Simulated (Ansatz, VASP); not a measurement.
## CsSnI3 in VASP and in Ansatz

The input POSCAR:

```
CsSnI3
1.0
    6.2414907984      0.0000000000      0.0000000000
    0.0000000000      6.2414907984      0.0000000000
    0.0000000000      0.0000000000      6.2414907984
Cs Sn I
1 1 3
Direct
    0.0000000000      0.0000000000      0.0000000000
    0.5000000000      0.5000000000      0.5000000000
    0.5000000000      0.5000000000      0.0000000000
    0.5000000000      0.0000000000      0.5000000000
    0.0000000000      0.5000000000      0.5000000000
```

File INCAR.step1:

```
PREC = Accurate ; ENCUT = 520
ISMEAR = 0 ; SIGMA = 0.01
LREAL = False ; LASPH = True
NELM = 60 ; NBANDS = 30
GGA = PE ; ALGO = Normal
EDIFF = 1E-4 ; LWAVE = True
LCHARG = False
```

Contents of INCAR.step2:

```
PREC = Accurate ; ENCUT = 520
EDIFF = 1E-6 ; ISMEAR = 0
SIGMA = 0.01 ; LREAL = False
LASPH = True ; NELM = 60
ALGO = Normal ; ISIF = 2
LWAVE = False ; LCHARG = False
METAGGA = R2SCAN ; LMIXTAU = True
NBANDS = 30 ; ISTART = 1
```

File KPOINTS:

```
Automatic mesh
0
Gamma
  4 4 4
```

Input for Ansatz:

```yaml
crystal:
  lattice:
    - [6.2414907984, 0.0, 0.0]
    - [0.0, 6.2414907984, 0.0]
    - [0.0, 0.0, 6.2414907984]
  atoms:
    - { symbol: Cs, position: [0.0, 0.0, 0.0] }
    - { symbol: Sn, position: [0.5, 0.5, 0.5] }
    - { symbol: I, position: [0.5, 0.5, 0.0] }
    - { symbol: I, position: [0.5, 0.0, 0.5] }
    - { symbol: I, position: [0.0, 0.5, 0.5] }
kpoints:
  mp_grid: { grid: [4, 4, 4] }
  band_path:
    path: [[0.0, 0.0, 0.0], [0.0, 0.5, 0.0], [0.5, 0.5, 0.0], [0.5, 0.5, 0.5]]
    npoints: 1
hamiltonian:
  xc: r2scan
scf:
  occupations: { method: fixed }
  n_extra_bands: 5
output:
  forces: true
  stress: true
  eigenvalues: true
```

Alike in both runs: task single point; functional r2SCAN; k mesh 4 × 4 × 4; no spin polarisation.

|  | VASP | Ansatz |
| --- | --- | --- |
| version | VASP 6.6.1 | Ansatz 0.2.0 |
| potentials or method | VASP PAW PBE potentials, release 64 (Cs_sv, Sn_d, I) | plane waves, PAW |
| plane-wave cutoff (eV) | 520 | 500 |
| occupations | gaussian, width 0.01 eV | fixed |
| valence electrons in the cell | 44 | 74 |

```tsv
	VASP	Ansatz	Ansatz less VASP
gap on the k mesh at the Fermi level (eV)	0.50	0.50	+0.001
pressure (GPa)	0.0	0.0	+0.01
```

VASP's potentials were made for PBE, not for r2SCAN. VASP's potentials hold 44 valence electrons a cell and Ansatz's 74, so a difference there can come from the potentials and not from the codes.

Spin-orbit coupling is off throughout.
